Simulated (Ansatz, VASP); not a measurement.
## One calculation of PbF2, two programs

```
CELL_PARAMETERS angstrom
0.00000 2.99212 2.99212
2.96985 0.02227 2.96985
2.96985 2.96985 0.02227
ATOMIC_POSITIONS crystal
Pb 0.00000 0.00000 0.00000
F 0.25000 0.25000 0.25000
F 0.75000 0.75000 0.75000
```

Change from the starting cell: strain +0.0150 x Voigt [0, 0, 0, 1, 0, 0], atoms carried along.

Alike in both runs: task single point; functional LDA; k mesh 8 × 8 × 8; occupations gaussian, width 0.05 eV; no spin polarisation.

|  | VASP | Ansatz |
| --- | --- | --- |
| version | VASP 6.6.1 | Ansatz 0.2.0 |
| potentials or method | VASP PAW LDA potentials, release 64 (Pb_d, F), cutoff 520 eV | scalar-relativistic, plane waves, PAW |
| valence electrons in the cell | 28 | 28 |

VASP gave:

* gap on the k mesh at the Fermi level (eV): 4.22
* least direct gap on the mesh (eV): 4.38
* pressure (GPa): -4.9
* traceless stress, the component that is largest in VASP (GPa): -0.42
* rms of the force components (eV/Å): 0.013

**Question.** Which values does Ansatz return?

**Answer.** gap on the k mesh at the Fermi level (eV): 4.26; least direct gap on the mesh (eV): 4.42; pressure (GPa): -4.9; traceless stress, the component that is largest in VASP (GPa): -0.41; rms of the force components (eV/Å): 0.013.

LDA's correlation is that of Perdew and Zunger in VASP and of Perdew and Wang (1992) in Ansatz. Atom by atom the forces differ by 0.001 eV/Å (rms over components).

Spin-orbit coupling is off throughout.
